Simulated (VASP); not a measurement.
Input of a VASP 6.6.1 run:

The input INCAR:

```
PREC = Accurate
ENCUT = 500
EDIFF = 1E-6
ISMEAR = 1
SIGMA = 0.1
LREAL = False
LASPH = True
NELM = 120
ALGO = Normal
ISIF = 2
LWAVE = False
LCHARG = False
NBANDS = 18
GGA_COMPAT = False
```

File KPOINTS:

```
regular mesh
0
Gamma
  18 18 10
```

POSCAR

```
Ag
1.0
    2.9299980804      0.0000000000      0.0000000000
   -1.4649990402      2.5374527707      0.0000000000
    0.0000000000      0.0000000000      4.9696250000
Ag
2
Direct
    0.3333333333      0.6666666667      0.2500000000
    0.6666666667      0.3333333333      0.7500000000
```

Potentials or basis: VASP PAW LDA potentials, release 64 (Ag).

Run with:

```sh
$ cat potpaw_LDA.64/Ag/POTCAR > POTCAR
$ mpirun -np 1 vasp_std > vasp.out
```

Task: Predict the band gap on the k mesh.

Result: Zero (band 11 reaches 11.10 eV, above the bottom of band 12 at 3.80 eV).

Task: What does it give for the pressure?

Result: -12.7 GPa.

Stress tensor (GPa, compression positive):
```
-12.10   0.00   0.00
  0.00 -12.10   0.00
  0.00   0.00 -13.76
```

Caveat: the cell differs from its parent crystal (strain +0.0375 x Voigt [0, 0, 1, 0, 0, 0]).
